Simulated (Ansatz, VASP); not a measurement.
**SrTiO3 in VASP and in Ansatz**

The input INCAR:

```
SYSTEM = SrTiO3
PREC = Accurate
ENCUT = 600
EDIFF = 1E-6
ISMEAR = 0
SIGMA = 0.02
LREAL = .False.
LASPH = .True.
NELM = 200
ALGO = Normal
ISIF = 2
LWAVE = .False.
LCHARG = .False.
MAGMOM = 0 0 0 0 0 0 0 0 0 0 0 0 0 0 0
LORBIT = 11
LSORBIT = .True.
GGA_COMPAT = .False.
LORBMOM = .True.
LMAXMIX = 4
GGA = PE
NBANDS = 55
```

KPOINTS

```
regular mesh
0
Gamma
  8 8 8
  0 0 0
```

Contents of POSCAR:

```
SrTiO3
1.0
    3.9778368123      0.0000000000      0.0000000000
    0.0000000000      3.9778368123      0.0000000000
    0.0000000000      0.0000000000      3.9113039622
Sr Ti O
1 1 3
Direct
    0.0000000000      0.0000000000      0.0000000000
    0.5000000000      0.5000000000      0.5000000000
    0.5000000000      0.5000000000      0.0000000000
    0.5000000000      0.0000000000      0.5000000000
    0.0000000000      0.5000000000      0.5000000000
```

Input for Ansatz:

```yaml
crystal:
  lattice:
    - [3.9778368123, 0.0, 0.0]
    - [0.0, 3.9778368123, 0.0]
    - [0.0, 0.0, 3.9113039622]
  atoms:
    - { symbol: Sr, position: [0.0, 0.0, 0.0] }
    - { symbol: Ti, position: [0.5, 0.5, 0.5] }
    - { symbol: O, position: [0.5, 0.5, 0.0] }
    - { symbol: O, position: [0.5, 0.0, 0.5] }
    - { symbol: O, position: [0.0, 0.5, 0.5] }
basis:
  ecutwfc: 420
kpoints:
  mp_grid: { grid: [8, 8, 8] }
  band_path:
    path:
      - [[0.0, 0.0, 0.0], [0.0, 0.5, 0.0], [0.5, 0.5, 0.0], [0.0, 0.0, 0.0], [0.0, 0.0, 0.5], [0.0, 0.5, 0.5], [0.5, 0.5, 0.5], [0.0, 0.0, 0.5]]
      - [[0.0, 0.5, 0.0], [0.0, 0.5, 0.5]]
      - [[0.5, 0.5, 0.0], [0.5, 0.5, 0.5]]
    npoints: 10
hamiltonian:
  xc: pbe
  pseudopotentials: { kind: paw_fr }
scf:
  occupations: { method: gaussian, width: 0.02 }
  n_extra_bands: 16
output:
  forces: true
  stress: true
  eigenvalues: true
magnetization:
  noncollinear: true
  spin_orbit: true
```

Alike in both runs: task single point; functional PBE; k mesh 8 × 8 × 8; occupations gaussian, width 0.02 eV; non-collinear spin, spin-orbit coupling.

|  | VASP | Ansatz |
| --- | --- | --- |
| version | VASP 6.6.1 | Ansatz 0.2.0 |
| potentials or method | VASP PAW PBE potentials, release 64 (Sr_sv, Ti_sv, O), cutoff 600 eV | plane waves, PAW |
| valence electrons in the cell | 40 | 40 |

Ansatz gave:

| Property | Result |
| --- | --- |
| pressure (GPa) | -2.3 |
| traceless stress, the component that is largest in VASP (GPa) | 2.33 |
| net moment per atom (μB) | 0.00 |

Problem. Estimate VASP's values.

Solution. Pressure (GPa): -1.9; traceless stress, the component that is largest in VASP (GPa): 2.36; net moment per atom (μB): 0.00.
